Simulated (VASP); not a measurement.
# BiS (Pm-3m) in VASP: settings compared

The runs below take BiS through single point, relaxation of cell and atoms, with PBE, PBEsol-based global hybrid with 25 % exact exchange.

Program: VASP 6.6.1. These are calculated values, not measurements. Logs are shortened: lines on timing, memory, paths and dates and some standing lists are left out, and cuts for length are marked.

**1. The cell of the first run**

It takes space group Pm-3m (No. 221, cubic). The conventional cell has a = 4.003 Å, b = 4.003 Å, c = 4.003 Å, α = 90.00°, β = 90.00°, γ = 90.00°. Bi (site symmetry m-3m) has 8 S at 3.47 Å and 6 Bi at 4.00 Å within 4.6 Å. Within 4.6 Å of S (site symmetry m-3m) lie 8 Bi at 3.47 Å and 6 S at 4.00 Å.

**2. Single point, PBE, non-collinear spin, zero start, spin-orbit coupling**

Contents of INCAR:

```
SYSTEM = BiS
PREC = Accurate
ENCUT = 520
EDIFF = 1E-6
ISMEAR = -1
SIGMA = 0.05
LREAL = .FALSE.
LASPH = .TRUE.
NELM = 150
ALGO = Normal
ISIF = 2
LWAVE = .FALSE.
LCHARG = .FALSE.
LNONCOLLINEAR = .TRUE.
MAGMOM = 0 0 0 0 0 0
LORBIT = 11
LSORBIT = .TRUE.
GGA_COMPAT = .FALSE.
LORBMOM = .TRUE.
GGA = PE
NBANDS = 33
```

Contents of KPOINTS:

```
regular mesh
0
G
  5 5 5
  0 0 0
```

Contents of POSCAR:

```
BiS
1.0
    4.0029443400      0.0000000000      0.0000000000
    0.0000000000      4.0029443400      0.0000000000
    0.0000000000      0.0000000000      4.0029443400
Bi S
1 1
Direct
    0.5000000000      0.5000000000      0.5000000000
    0.0000000000      0.0000000000      0.0000000000
```

Potentials or basis: VASP PAW PBE potentials, release 64 (Bi_d, S).

Command:

```bash
$ cat potpaw_PBE.64/Bi_d/POTCAR potpaw_PBE.64/S/POTCAR > POTCAR
$ mpirun -np 1 vasp_ncl > vasp.out
```

OUTCAR:

```text
SYSTEM = BiS
   PREC = Accurate
   ENCUT = 520
   EDIFF = 1E-6
   ISMEAR = -1
   LREAL = .FALSE.
   LASPH = .TRUE.
   NELM = 150
   ISIF = 2
   LNONCOLLINEAR = .TRUE.
   LORBIT = 11
   LSORBIT = .TRUE.
   GGA = PE

 ion  position               nearest neighbor table
   1  0.500  0.500  0.500-
   2  0.000  0.000  0.000-

  LATTYP: Found a simple cubic cell.
 ALAT       =     4.0029443400

  Lattice vectors:

 A1 = (   4.0029443400,   0.0000000000,   0.0000000000)
 A2 = (   0.0000000000,   4.0029443400,   0.0000000000)
 A3 = (   0.0000000000,   0.0000000000,   4.0029443400)

Analysis of symmetry for initial positions (statically):
=====================================================================
 Subroutine PRICEL returns:
 Original cell was already a primitive cell.

 Routine SETGRP: Setting up the symmetry group for a
 simple cubic supercell.

 Subroutine GETGRP returns: Found 48 space group operations
 (whereof 48 operations were pure point group operations)
 out of a pool of 48 trial point group operations.

The static configuration has the point symmetry O_h .

Analysis of symmetry for dynamics (positions and initial velocities):
=====================================================================
 Subroutine PRICEL returns:
 Original cell was already a primitive cell.

 Routine SETGRP: Setting up the symmetry group for a
 simple cubic supercell.

 Subroutine GETGRP returns: Found 48 space group operations
 (whereof 48 operations were pure point group operations)
 out of a pool of 48 trial point group operations.

The dynamic configuration has the point symmetry O_h .

Analysis of structural, dynamic, and magnetic symmetry:
=====================================================================
 Subroutine PRICEL returns:
 Original cell was already a primitive cell.

 Routine SETGRP: Setting up the symmetry group for a
 simple cubic supercell.

 Subroutine GETGRP returns: Found 48 space group operations
 (whereof 48 operations were pure point group operations)
 out of a pool of 48 trial point group operations.

The overall configuration has the point symmetry O_h .

 Subroutine INISYM returns: Found 48 space group operations
 (whereof 48 operations are pure point group operations),
 and found     1 'primitive' translations

----------------------------------------------------------------------------------------

                                     Primitive cell

  volume of cell :      64.1414

  direct lattice vectors                    reciprocal lattice vectors
     4.002944340  0.000000000  0.000000000     0.249816114  0.000000000  0.000000000
     0.000000000  4.002944340  0.000000000     0.000000000  0.249816114  0.000000000
     0.000000000  0.000000000  4.002944340     0.000000000  0.000000000  0.249816114

  length of vectors
     4.002944340  4.002944340  4.002944340     0.249816114  0.249816114  0.249816114

  position of ions in fractional coordinates (direct lattice)
     0.500000000  0.500000000  0.500000000
     0.000000000  0.000000000  0.000000000

  ion indices of the primitive-cell ions
   primitive index   ion index
                 1           1
                 2           2

----------------------------------------------------------------------------------------

 KPOINTS: regular mesh

Automatic generation of k-mesh.
 Grid dimensions read from file:
 generate k-points for:    5    5    5

 Generating k-lattice:

  Cartesian coordinates                     Fractional coordinates (reciprocal lattice)
     0.049963223  0.000000000  0.000000000     0.200000000  0.000000000  0.000000000
     0.000000000  0.049963223  0.000000000     0.000000000  0.200000000  0.000000000
     0.000000000  0.000000000  0.049963223     0.000000000  0.000000000  0.200000000

  Length of vectors
     0.049963223  0.049963223  0.049963223

  Shift w.r.t. Gamma in fractional coordinates (k-lattice)
     0.000000000  0.000000000  0.000000000

 Subroutine IBZKPT returns following result:
 ===========================================

 Found     10 irreducible k-points:

 Following reciprocal coordinates:
            Coordinates               Weight
  0.000000  0.000000  0.000000      1.000000
  0.200000  0.000000  0.000000      6.000000
  0.400000  0.000000  0.000000      6.000000
  0.200000  0.200000  0.000000     12.000000
  0.400000  0.200000  0.000000     24.000000
  0.400000  0.400000  0.000000     12.000000
[... 17 lines left out ...]
   LNONCOLLINEAR =      T non collinear calculations
   LSORBIT =      T    spin-orbit coupling
   LASPH  =      T    aspherical Exc in radial PAW
   ENCUT  =  520.0 eV  38.22 Ry    6.18 a.u.   7.44  7.44  7.44*2*pi/ulx,y,z
   NELM   =    150;   NELMIN=  2; NELMDL= -5     # of ELM steps
   EDIFF  = 0.1E-05   stopping-criterion for ELM
   LREAL  =      F    real-space projection
[... 7 lines left out ...]
   TEBEG  =    0.0;   TEEND  =   0.0 temperature during run
   PSTRESS=    0.0 pullay stress
   NELECT =      21.0000    total number of electrons
   NUPDOWN=      -1.0000    fix difference up-down
   EMIN   =  10.00;   EMAX   =-10.00  energy-range for DOS
   EFERMI =   0.00;   METHOD = LEGACY
   ISMEAR =    -1;   SIGMA  =   0.05  broadening in eV -4-tet -1-fermi 0-gaus
   EFERMI_NEDOS =   21; number of points for ismear=-14 and -15
   IALGO  =     38    algorithm
   IMIX   =      4    mixing-type and parameters
     AMIX     =   0.40;   BMIX     =  1.00
     AMIX_MAG =   1.60;   BMIX_MAG =  1.00
  volume/ion in A,a.u.               =      32.07       216.42
  Fermi-wavevector in a.u.,A,eV,Ry     =   1.128327  2.132229 17.321879  1.273122
  Thomas-Fermi vector in A             =   2.265017
   LORBIT       =     11    0 simple, 1 ext, 2 COOP (PROOUT), +10 PAW based schemes
   GGA     = PE    functional components
   LHFCALC =     F    Hartree Fock is set to
   AEXX    =    0.0000 exact exchange contribution
   IVDW    =     0    specifies the selected vdW correction
   LEPSILON=     F    determine dielectric tensor
   LRPA    =     F    only Hartree local field effects (RPA)
  energy-cutoff  :      520.00
  volume of cell :       64.14
 maximum number of plane-waves:      3498
 NGX is ok and might be reduce to    30
   NGX = 15   NGY = 15   NGZ = 15

 number of electron      21.0000000 magnetization       0.0000000      0.0000000      0.0000000

 number of electron      21.0000014 magnetization      -0.0000000     -0.0000000      0.0000000

 number of electron      21.0000014 magnetization       0.0000000      0.0000000     -0.0000000

 Free energy of the ion-electron system (eV)
  ---------------------------------------------------
  ext. energy  EPLUGINS =         0.00000000
  ---------------------------------------------------
  free energy    TOTEN  =        -7.98602494 eV

  energy without entropy =       -7.95260296  energy(sigma->0) =       -7.96931395

 E-fermi :   4.0368     XC(G=0):  -9.0810

 val. band max:        3.8986213141   @ k =   0.4000   0.4000   0.2000
 cond. band min:       4.0541688095   @ k =   0.4000   0.2000   0.0000
 fundamental gap:      0.1555474954
 Fermi energy:         4.0368247796

 k-point     1 :       0.0000    0.0000    0.0000
  band No.  band energies     occupation
      1     -20.6868      1.00000
      2     -20.6868      1.00000
      3     -20.6868      1.00000
      4     -20.6868      1.00000
      5     -17.7172      1.00000
      6     -17.7172      1.00000
[... 349 lines left out ...]
     32      13.8901      0.00000
     33      16.3423      0.00000

------------------------ aborting loop because EDIFF is reached ----------------------------------------

  FORCE on cell =-STRESS in cart. coord.  units (eV):
  Direction    XX          YY          ZZ          XY          YZ          ZX
  --------------------------------------------------------------------------------------
  -------------------------------------------------------------------------------------
  Total       -3.7326060     -3.7326060     -3.7326060     -0.0000000     -0.0000000      0.0000000
  in kB      -93.2360963    -93.2360963    -93.2360963     -0.0000000     -0.0000000      0.0000000
  external PRESSURE =     -93.2360963 kB  Pullay stress =       0.0000000 kB

 VOLUME and BASIS-vectors are now :
 -----------------------------------------------------------------------------
  energy-cutoff  :      520.00
  volume of cell :       64.14
      direct lattice vectors                 reciprocal lattice vectors
     4.002944340  0.000000000  0.000000000     0.249816114  0.000000000  0.000000000
     0.000000000  4.002944340  0.000000000     0.000000000  0.249816114  0.000000000
     0.000000000  0.000000000  4.002944340     0.000000000  0.000000000  0.249816114

 POSITION                                       TOTAL-FORCE (eV/Angst)
 -----------------------------------------------------------------------------------
      2.00147      2.00147      2.00147         0.000000      0.000000      0.000000
      0.00000      0.00000      0.00000         0.000000      0.000000      0.000000
 -----------------------------------------------------------------------------------
    total drift:                                0.000000      0.000000      0.000000

  FREE ENERGIE OF THE ION-ELECTRON SYSTEM (eV)
  ---------------------------------------------------
  free  energy   TOTEN  =        -7.9860249444 eV

  energy  without entropy=       -7.9526029640  energy(sigma->0) =       -7.96931395

 orbital moment (x)

 # of ion     p       d       tot
 ----------------------------------------
  1        -0.000  -0.000  -0.000
  2         0.000   0.000   0.000
 ----------------------------------------
           -0.000  -0.000  -0.000

 orbital moment (y)

 # of ion     p       d       tot
 ----------------------------------------
  1        -0.000  -0.000  -0.000
  2         0.000   0.000   0.000
 ----------------------------------------
           -0.000  -0.000  -0.000

 orbital moment (z)

 # of ion     p       d       tot
 ----------------------------------------
  1         0.000   0.000   0.000
  2         0.000   0.000   0.000
 ----------------------------------------
            0.000   0.000   0.000

 Spin-Orbit-Coupling matrix elements

 Ion:    1  E_soc:     -1.9532873
 l=   1
     0.0000000    -0.2606462    -0.2606462
    -0.2606462     0.0000000    -0.2606462
    -0.2606462    -0.2606462     0.0000000
 l=   2
     0.0000000    -0.0129675     0.0000000    -0.0129675    -0.0519342
    -0.0129675     0.0000000    -0.0389506    -0.0129675    -0.0129835
     0.0000000    -0.0389506     0.0000000    -0.0389506     0.0000000
    -0.0129675    -0.0129675    -0.0389506     0.0000000    -0.0129835
    -0.0519342    -0.0129835     0.0000000    -0.0129835     0.0000000
 l=   3
     0.0000000     0.0000000     0.0000000     0.0000000     0.0000000     0.0000000     0.0000000
     0.0000000     0.0000000     0.0000000     0.0000000     0.0000000     0.0000000     0.0000000
     0.0000000     0.0000000     0.0000000     0.0000000     0.0000000     0.0000000     0.0000000
     0.0000000     0.0000000     0.0000000     0.0000000     0.0000000     0.0000000     0.0000000
     0.0000000     0.0000000     0.0000000     0.0000000     0.0000000     0.0000000     0.0000000
     0.0000000     0.0000000     0.0000000     0.0000000     0.0000000     0.0000000     0.0000000
     0.0000000     0.0000000     0.0000000     0.0000000     0.0000000     0.0000000     0.0000000

 Ion:    2  E_soc:     -0.0008486
 l=   1
     0.0000000    -0.0001414    -0.0001414
    -0.0001414     0.0000000    -0.0001414
    -0.0001414    -0.0001414     0.0000000
 l=   2
     0.0000000     0.0000000     0.0000000     0.0000000     0.0000000
     0.0000000     0.0000000     0.0000000     0.0000000     0.0000000
     0.0000000     0.0000000     0.0000000     0.0000000     0.0000000
     0.0000000     0.0000000     0.0000000     0.0000000     0.0000000
     0.0000000     0.0000000     0.0000000     0.0000000     0.0000000
 l=   3
     0.0000000     0.0000000     0.0000000     0.0000000     0.0000000     0.0000000     0.0000000
     0.0000000     0.0000000     0.0000000     0.0000000     0.0000000     0.0000000     0.0000000
     0.0000000     0.0000000     0.0000000     0.0000000     0.0000000     0.0000000     0.0000000
     0.0000000     0.0000000     0.0000000     0.0000000     0.0000000     0.0000000     0.0000000
     0.0000000     0.0000000     0.0000000     0.0000000     0.0000000     0.0000000     0.0000000
     0.0000000     0.0000000     0.0000000     0.0000000     0.0000000     0.0000000     0.0000000
     0.0000000     0.0000000     0.0000000     0.0000000     0.0000000     0.0000000     0.0000000

 total charge

# of ion       s       p       d       tot
------------------------------------------
    1        1.589   0.987   9.913  12.488
    2        1.378   2.180   0.000   3.559
--------------------------------------------------
tot          2.967   3.167   9.913  16.047

 magnetization (x)

# of ion       s       p       d       tot
------------------------------------------
    1        0.000  -0.000  -0.000  -0.000
    2        0.000   0.000   0.000   0.000
--------------------------------------------------
tot          0.000   0.000  -0.000   0.000

 magnetization (y)

# of ion       s       p       d       tot
------------------------------------------
    1       -0.000   0.000  -0.000  -0.000
    2        0.000   0.000   0.000   0.000
--------------------------------------------------
tot         -0.000   0.000  -0.000  -0.000

 magnetization (z)

# of ion       s       p       d       tot
------------------------------------------
    1        0.000  -0.000   0.000   0.000
    2        0.000  -0.000   0.000   0.000
--------------------------------------------------
tot          0.000  -0.000   0.000   0.000
```

It took 57 s on 1 thread of Intel Xeon 8259CL, shared host; peak memory 0.28 GiB.

What came out:

```
Free energy                                           : -7.9860 eV
Pressure                                              : -9.3 GPa
Net moment                                            : 0.00 μB per cell
Valence electrons inside the program's atomic spheres : Bi 12.49; S 3.56
```

Moments on the atoms (μB; x, y, z):
```
Bi  0.00 0.00 0.00
S   0.00 0.00 0.00
```

Caveat: the cell stands under tension.

(Part 1 of 2 ends here.)
